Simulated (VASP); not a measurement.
Write the native input for VASP 6.6.1 that does the following.

- Task: single point
- Functional: PBEsol
- Potentials or basis: VASP PAW PBE potentials, release 64 (Ru_pv, Al)
- Cutoff: 520 eV
- k mesh: 11 × 11 × 1
- Occupations: gaussian, width 0.1 eV
- Spin: no spin polarisation
- Dipole correction: yes
- Further INCAR settings: ALGO = Normal; EDIFF = 1e-06; NBANDS = 46

The structure of Al5Ru4 lies in POSCAR:

```
Al5Ru4
1.0
    3.0733627996      0.0000000000      0.0000000000
    0.0000000000      3.0733627996      0.0000000000
    0.0000000000      0.0000000000     26.2400481182
Ru Al
4 5
Direct
    0.5000000000      0.5000000000      0.2858226466
    0.0000000000      0.0000000000      0.4426141191
    0.0000000000      0.0000000000      0.5573858809
    0.5000000000      0.5000000000      0.7141773534
    0.0000000000      0.0000000000      0.3336638360
    0.5000000000      0.5000000000      0.3947729298
    0.5000000000      0.5000000000      0.5000000000
    0.5000000000      0.5000000000      0.6052270702
    0.0000000000      0.0000000000      0.6663361640
```

One way to write it, as run:

INCAR

```
SYSTEM = Al5Ru4
PREC = Accurate
ENCUT = 520
EDIFF = 1E-6
ISMEAR = 0
SIGMA = 0.1
LREAL = .FALSE.
LASPH = .TRUE.
NELM = 60
ALGO = Normal
ISIF = 2
LWAVE = .FALSE.
LCHARG = .FALSE.
LDIPOL = .TRUE.
IDIPOL = 3
DIPOL = 0.5 0.5 0.500
GGA = PS
NBANDS = 46
```

KPOINTS

```
regular mesh
0
G
  11 11 1
  0 0 0
```

Potentials or basis: VASP PAW PBE potentials, release 64 (Ru_pv, Al).

Run with:

```bash
$ cat potpaw_PBE.64/Ru_pv/POTCAR potpaw_PBE.64/Al/POTCAR > POTCAR
$ mpirun -np 1 vasp_std > vasp.out
```

Results of the run:

- Largest force: 1.299 eV/Å
- Band gap on the k mesh: zero (an odd number of electrons rules out a gap without spin polarisation)

Caveat: the PAW data sets were made with another functional, which shifts forces and pressure a little.

Run time: 5.5 min on 1 thread of Intel(R) Xeon(R) Platinum 8259CL CPU @ 2.50GHz (Skylake/Cascade Lake), with other jobs on the host, peak memory 0.43 GiB.
